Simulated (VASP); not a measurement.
# CaSe (Fm-3m) in VASP: notebook, part 3 of 3

VASP 6.6.1. The steps go on from the part before.

### 5 Relaxation of cell and atoms, LDA

Contents of INCAR:

```
SYSTEM = CaSe
ALGO     = Normal         ! electronic algorithm
EDIFF    = 1E-7           ! SCF threshold, eV
EDIFFG   = -0.002         ! ionic threshold
ENCUT    = 500            ! plane-wave cutoff, eV
GGA      = CA             ! functional
GGA_COMPAT= .FALSE.      
IBRION   = 2              ! ionic algorithm
ISIF     = 3              ! what is computed and relaxed
ISMEAR   = 0              ! smearing method
LASPH    = .TRUE.         ! aspherical terms in the spheres
LCHARG   = .FALSE.        ! write CHGCAR
LREAL    = .FALSE.        ! projectors in reciprocal space
LWAVE    = .FALSE.        ! write WAVECAR
NELM     = 120            ! most SCF steps
NELMIN   = 4            
NSW      = 100            ! ionic steps
PREC     = Accurate       ! precision mode
SIGMA    = 0.02           ! smearing width, eV
```

Contents of KPOINTS:

```
k-points
0
G
  8 8 8
  0 0 0
```

Contents of POSCAR:

```
CaSe
1.0
    0.0000000000      2.9450000000      2.9450000000
    2.9450000000      0.0000000000      2.9450000000
    2.9450000000      2.9450000000      0.0000000000
Ca Se
1 1
Direct
    0.0000000000      0.0000000000      0.0000000000
    0.5000000000      0.5000000000      0.5000000000
```

Started as:

```bash
cat potpaw_LDA.64/Ca_sv/POTCAR potpaw_LDA.64/Se/POTCAR > POTCAR
mpirun -np 1 vasp_std > vasp.out
```

Wall time 17 s (1 thread of Intel Xeon 6975P-C (Granite Rapids), shared host); peak memory 0.16 GiB.

Results (log left out):

```yaml
Free_energy: -10.5842 eV
Relaxed_volume: 24.40 Å³/atom
Relaxed_cell: a = 4.102 Å, b = 4.102 Å, c = 4.102 Å, α = 60.00°, β = 60.00°, γ = 60.00°
Space_group_after_relaxing_to_0.1_Å: Fm-3m (No. 225)
Energy_gained_by_relaxing: 8.9 meV/atom
Ionic_steps: 3
Pressure_after_relaxing: 0.0 GPa
Band_gap_on_the_k_mesh: 1.71 eV (least direct gap 2.71 eV)
```

Step by step:
```tsv
step	energy change (eV)	largest force (eV/Å)	pressure (GPa)	volume (Å³)
1	0.0000	0.0000	-2.39	51.08
2	-0.0169	0.0000	0.57	48.32
3	-0.0177	0.0000	0.00	48.79
```

Final structure:
```cif
data_structure
_symmetry_space_group_name_H-M 'P 1'
_symmetry_Int_Tables_number 1
_cell_length_a 4.1017
_cell_length_b 4.1017
_cell_length_c 4.1017
_cell_angle_alpha 60.000
_cell_angle_beta 60.000
_cell_angle_gamma 60.000
_cell_volume 48.79
loop_
_atom_site_label
_atom_site_type_symbol
_atom_site_fract_x
_atom_site_fract_y
_atom_site_fract_z
_atom_site_occupancy
Ca1 Ca 0.00000 0.00000 0.00000 1
Se1 Se 0.50000 0.50000 0.50000 1
```

Levels at points of the mesh, in eV from the valence-band top:
```
           k point  band 6  band 7  band 8  band 9  band 10  band 11
(0.00, 0.00, 0.00)    0.00    0.00    0.00    3.43     3.51     3.51
(0.50, 0.00, 0.00)   -3.58   -1.36   -1.36    4.47     5.48     5.49
(0.50, 0.50, 0.00)   -2.70   -1.00   -1.00    1.71     5.02     5.11
```

A k mesh can miss the band edges.

### 6 Single point, LDA

This run uses another cell than the first one, of 24.27 Å³/atom.

Contents of INCAR:

```
  PREC = Accurate
  ENCUT = 500
  EDIFF = 1E-6
  ISMEAR = 0
  SIGMA = 0.02
  LREAL = False
  LASPH = True
  NELM = 120
  ALGO = Normal
  ISIF = 2
  LWAVE = False
  LCHARG = False
  NBANDS = 15
  GGA_COMPAT = False
```

Contents of KPOINTS:

```
regular mesh
0
Gamma
  8 8 8
```

Contents of POSCAR:

```
CaSe
1.0
    0.0000000000      2.8951827270      2.8951827270
    2.8951827270      0.0000000000      2.8951827270
    2.8951827270      2.8951827270      0.0000000000
Ca Se
1 1
Direct
    0.0000000000      0.0000000000      0.0000000000
    0.5000000000      0.5000000000      0.5000000000
```

Potentials or basis: VASP PAW LDA potentials, release 64 (Ca_sv, Se).

Started as:

```bash
cat potpaw_LDA.64/Ca_sv/POTCAR potpaw_LDA.64/Se/POTCAR > POTCAR
mpirun -np 1 vasp_std > vasp.out
```

OUTCAR:

```text
PREC = Accurate
   ENCUT = 500
   EDIFF = 1E-6
   ISMEAR = 0
   LREAL = False
   LASPH = True
   NELM = 120
   ISIF = 2

 ion  position               nearest neighbor table
   1  0.000  0.000  0.000-   2 2.90   2 2.90   2 2.90   2 2.90   2 2.90   2 2.90
   2  0.500  0.500  0.500-   1 2.90   1 2.90   1 2.90   1 2.90   1 2.90   1 2.90

  LATTYP: Found a face centered cubic cell.
 ALAT       =     5.7903654540

  Lattice vectors:

 A1 = (   0.0000000000,   2.8951827270,   2.8951827270)
 A2 = (   2.8951827270,   0.0000000000,   2.8951827270)
 A3 = (   2.8951827270,   2.8951827270,   0.0000000000)

Analysis of symmetry for initial positions (statically):
=====================================================================
 Subroutine PRICEL returns:
 Original cell was already a primitive cell.

 Routine SETGRP: Setting up the symmetry group for a
 face centered cubic supercell.

 Subroutine GETGRP returns: Found 48 space group operations
 (whereof 48 operations were pure point group operations)
 out of a pool of 48 trial point group operations.

The static configuration has the point symmetry O_h .

Analysis of symmetry for dynamics (positions and initial velocities):
[... 176 lines left out ...]
      8       2.8196      2.00000
      9       6.2827      0.00000
     10       6.3289      0.00000
     11       6.3289      0.00000
     12       6.3289      0.00000
     13       7.0051      0.00000
     14       7.0051      0.00000
[... 401 lines left out ...]
      2     -17.7142      2.00000
      3     -17.6262      2.00000
      4     -17.6034      2.00000
      5      -8.4430      2.00000
      6      -0.2777      2.00000
      7       1.0133      2.00000
      8       1.4238      2.00000
      9       7.2177      0.00000
     10       7.5028      0.00000
     11       8.5629      0.00000
     12       8.9341      0.00000
     13       9.3037      0.00000
     14      10.2021      0.00000
     15      11.7698      0.00000

 [... further k-points ...]

------------------------ aborting loop because EDIFF is reached ----------------------------------------

  FORCE on cell =-STRESS in cart. coord.  units (eV):
  Direction    XX          YY          ZZ          XY          YZ          ZX
  --------------------------------------------------------------------------------------
  -------------------------------------------------------------------------------------
  Total        0.0951317      0.0951317      0.0951317      0.0000000      0.0000000      0.0000000
  in kB        3.1403497      3.1403497      3.1403497      0.0000000      0.0000000      0.0000000
  external PRESSURE =       3.1403497 kB  Pullay stress =       0.0000000 kB

 VOLUME and BASIS-vectors are now :
 -----------------------------------------------------------------------------
  energy-cutoff  :      500.00
  volume of cell :       48.54
      direct lattice vectors                 reciprocal lattice vectors
     0.000000000  2.895182727  2.895182727    -0.172700671  0.172700671  0.172700671
     2.895182727  0.000000000  2.895182727     0.172700671 -0.172700671  0.172700671
     2.895182727  2.895182727  0.000000000     0.172700671  0.172700671 -0.172700671

 POSITION                                       TOTAL-FORCE (eV/Angst)
 -----------------------------------------------------------------------------------
      0.00000      0.00000      0.00000        -0.000000      0.000000     -0.000000
      2.89518      2.89518      2.89518         0.000000     -0.000000      0.000000
 -----------------------------------------------------------------------------------
    total drift:                               -0.000000      0.000000      0.000000

  FREE ENERGIE OF THE ION-ELECTRON SYSTEM (eV)
  ---------------------------------------------------
  free  energy   TOTEN  =       -10.5834235799 eV

  energy  without entropy=      -10.5834235799  energy(sigma->0) =      -10.58342358
```

stdout:

```text
POSCAR found type information on POSCAR CaSe
 POSCAR found :  2 types and       2 ions
 scaLAPACK will be used
 LDA part: xc-table for (Slater(with rela. corr.)+CA(PZ))
 , standard interpolation
 POSCAR, INCAR and KPOINTS ok, starting setup
 FFT: planning ... GRIDC
 FFT: planning ... GRID_SOFT
 FFT: planning ... GRID
 WAVECAR not read
 entering main loop
```

Wall time 16 s (1 thread of Intel Xeon Platinum 8259CL at 2.50GHz (Skylake/Cascade Lake), shared host); peak memory 0.15 GiB.

Results:

```yaml
Free_energy: -10.5834 eV
Pressure: 0.3 GPa
Band_gap_on_the_k_mesh: 1.70 eV (least direct gap 2.70 eV)
```

Levels at points of the mesh, in eV from the valence-band top:
| k point | band 5 | band 6 | band 7 | band 8 | band 9 | band 10 | band 11 | band 12 |
| --- | --- | --- | --- | --- | --- | --- | --- | --- |
| (0.00, 0.00, 0.00) | -12.07 | 0.00 | 0.00 | 0.00 | 3.46 | 3.51 | 3.51 | 3.51 |
| (0.50, 0.00, 0.00) | -11.23 | -3.60 | -1.38 | -1.38 | 4.48 | 5.49 | 5.50 | 5.50 |
| (0.50, 0.50, 0.00) | -11.42 | -2.71 | -1.00 | -1.00 | 1.70 | 5.03 | 5.13 | 6.10 |

A k mesh can miss the band edges.

### 7 Single point, LDA

This run uses another cell than the first one, of 24.27 Å³/atom.

Contents of INCAR:

```
SYSTEM = CaSe
  ALGO = Normal
  EDIFF = 1E-6
  ENCUT = 500
  GGA = CA
  GGA_COMPAT = .FALSE.
  ISIF = 2
  ISMEAR = 0
  LASPH = .TRUE.
  LCHARG = .TRUE.
  LELF = .TRUE.
  LREAL = .FALSE.
  LVHAR = .TRUE.
  LWAVE = .FALSE.
  NBANDS = 15
  NELM = 120
  PREC = Accurate
  SIGMA = 0.02
```

Contents of KPOINTS:

```
k-points
0
G
  8 8 8
  0 0 0
```

POSCAR is that of step 6.

Started as:

```bash
cat potpaw_LDA.64/Ca_sv/POTCAR potpaw_LDA.64/Se/POTCAR > POTCAR
mpirun -np 1 vasp_std > vasp.out
```

Run time: 17 s. Hardware: 1 thread of Intel Xeon Platinum 8259CL at 2.50GHz (Skylake/Cascade Lake), shared host; peak memory 0.16 GiB.

Results (log left out):

| Item | Value |
| --- | --- |
| Free energy | -10.5834 eV |
| Pressure | 0.3 GPa |
| Band gap on the k mesh | 1.70 eV (least direct gap 2.70 eV) |

Levels at points of the mesh, in eV from the valence-band top:
| k point | band 4 | band 5 | band 6 | band 7 | band 8 | band 9 | band 10 | band 11 | band 12 | band 13 |
| --- | --- | --- | --- | --- | --- | --- | --- | --- | --- | --- |
| (0.00, 0.00, 0.00) | -20.40 | -12.07 | 0.00 | 0.00 | 0.00 | 3.46 | 3.51 | 3.51 | 3.51 | 4.19 |
| (0.50, 0.00, 0.00) | -20.41 | -11.23 | -3.60 | -1.38 | -1.38 | 4.48 | 5.49 | 5.50 | 5.50 | 7.82 |
| (0.50, 0.50, 0.00) | -20.45 | -11.42 | -2.71 | -1.00 | -1.00 | 1.70 | 5.03 | 5.13 | 6.10 | 6.10 |

A k mesh can miss the band edges.

### 8 Overview

| task | cell | k mesh | smearing | gap on the mesh (eV) | pressure (GPa) |
| --- | --- | --- | --- | --- | --- |
| single point | a = 4.165 Å, angles 60.0°, 2 atoms | 6 × 6 × 6 | gaussian 0.1 eV | 1.83 | -2.4 |
| single point | a = 4.094 Å, angles 60.0°, 2 atoms | 8 × 8 × 8 | gaussian 0.02 eV | 1.70 | 0.3 |
| relaxation of cell and atoms | relaxed from a = 4.165 Å, angles 60.0°, 2 atoms | 8 × 8 × 8 | gaussian 0.02 eV | 1.71 | 0.0 |

Alike in all rows: level LDA; potentials or basis VASP PAW LDA potentials, release 64 (Ca_sv, Se); no spin polarisation; cutoff (eV) 500.

Absolute energies hang on the potentials; compare differences alone.
